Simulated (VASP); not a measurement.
Write the native input for VASP 6.6.1 that does the following.

```
Task                   : electric field gradients
Functional             : r2SCAN
Potentials or basis    : VASP PAW PBE potentials, release 64 (Si, N)
Cutoff                 : 520 eV
k mesh                 : 4 × 4 × 10
Occupations            : fermi-dirac, width 0.02 eV
Spin                   : no spin polarisation
Dipole correction      : no
Further INCAR settings : ALGO = Normal; EDIFF = 1e-08; NBANDS = 45
```

The system is Si3N4.

```xyz
14
Lattice="7.6015 0.0000 0.0000 -3.8007 6.5831 0.0000 0.0000 0.0000 2.9061" Properties=species:S:1:pos:R:3 pbc="T T T"
Si    5.1760    1.1460    0.7265
Si    1.5956    5.0556    2.1796
Si    4.0210    3.9096    0.7265
Si   -1.3753    5.4371    2.1796
Si    2.2052    1.5275    0.7265
Si   -0.2203    2.6735    2.1796
N    -1.0261    2.1717    0.7265
N     5.2076    0.1972    2.1796
N     2.4330    4.6086    0.7265
N     4.8269    4.4113    2.1796
N    -1.4069    6.3859    0.7265
N     1.3677    1.9745    2.1796
N     3.8008    2.1944    0.7265
N     0.0000    4.3887    2.1796
```

The input as run:

POSCAR

```
Si3N4
1.0
    7.6015000000      0.0000000000      0.0000000000
   -3.8007500000      6.5830921069      0.0000000000
    0.0000000000      0.0000000000      2.9061000000
Si N
6 8
Direct
    0.7679630651      0.1740808065      0.2500000000
    0.5938822586      0.7679630651      0.7500000000
    0.8259191935      0.5938822586      0.2500000000
    0.2320369349      0.8259191935      0.7500000000
    0.4061177414      0.2320369349      0.2500000000
    0.1740808065      0.4061177414      0.7500000000
    0.0299560717      0.3298971709      0.2500000000
    0.7000589008      0.0299560717      0.7500000000
    0.6701028291      0.7000589008      0.2500000000
    0.9700439283      0.6701028291      0.7500000000
    0.2999410992      0.9700439283      0.2500000000
    0.3298971709      0.2999410992      0.7500000000
    0.6666666667      0.3333333333      0.2500000000
    0.3333333333      0.6666666667      0.7500000000
```

INCAR.step1

```
PREC = Accurate
ENCUT = 520
ISMEAR = -1
SIGMA = 0.02
LREAL = F
LASPH = T
NELM = 60
NBANDS = 45
GGA = PE
ALGO = Normal
EDIFF = 1E-4
LWAVE = T
LCHARG = F
```

INCAR.step2

```
PREC = Accurate
ENCUT = 520
EDIFF = 1E-8
ISMEAR = -1
SIGMA = 0.02
LREAL = F
LASPH = T
NELM = 60
ALGO = Normal
ISIF = 2
LWAVE = F
LCHARG = F
METAGGA = R2SCAN
LMIXTAU = T
LEFG = T
NBANDS = 45
ISTART = 1
```

KPOINTS

```
regular mesh
0
Gamma
  4 4 10
```

Potentials or basis: VASP PAW PBE potentials, release 64 (Si, N).

The run is started by

```sh
$ cat potpaw_PBE.64/Si/POTCAR potpaw_PBE.64/N/POTCAR > POTCAR
$ cp INCAR.step1 INCAR
$ mpirun -np 1 vasp_std > vasp.out
$ cp INCAR.step2 INCAR
$ mpirun -np 1 vasp_std > vasp.out
```

Results of the run:

- Pressure: -0.1 GPa
- Largest force: 0.037 eV/Å
- Band gap on the k mesh: 4.99 eV (least direct gap 5.19 eV)
- Largest electric field gradient by atom: Si +9.6; N -46.1, -46.3 (each value once) V/Å²

Caveat: without QUAD_EFG the Cq values of the log hold for a quadrupole moment of 1 mb, not for the nuclei; the PAW data sets were made with another functional, which shifts forces and pressure a little.

It took 14 min on 1 thread of Intel(R) Xeon(R) Platinum 8259CL CPU @ 2.50GHz (Skylake/Cascade Lake) (shared host), peak memory 0.37 GiB.
